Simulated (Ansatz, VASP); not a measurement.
## HfB in VASP and in Ansatz

```
CELL_PARAMETERS angstrom
0.00000 2.41230 2.41230
2.41230 0.00000 2.41230
2.41230 2.41230 0.00000
ATOMIC_POSITIONS crystal
Hf 0.00000 0.00000 0.00000
B 0.50000 0.50000 0.50000
```

Alike in both runs: functional r2SCAN; k mesh 16 × 16 × 16; occupations fermi-dirac, width 0.05 eV; no spin polarisation.

Ansatz relaxed the structure, and its values are those at the end. VASP's run is a single point on that final structure, the one shown.

|  | VASP | Ansatz |
| --- | --- | --- |
| version | VASP 6.6.1 | Ansatz 0.2.0 |
| potentials or method | VASP PAW PBE potentials, release 64 (Hf_pv, B) | PAW with Ansatz's default frozen-core files, scalar-relativistic |
| plane-wave cutoff (eV) | 520 | 500 |
| valence electrons in the cell | 13 | 29 |

VASP gave:

```
pressure (GPa) : -0.1
```

Q: Estimate Ansatz's values.

A: Pressure (GPa): 0.0.

VASP's potentials were made for PBE, not for r2SCAN. VASP's potentials hold 13 valence electrons a cell and Ansatz's 29, so a difference there can come from the potentials and not from the codes.

Neither program's run includes spin-orbit coupling.
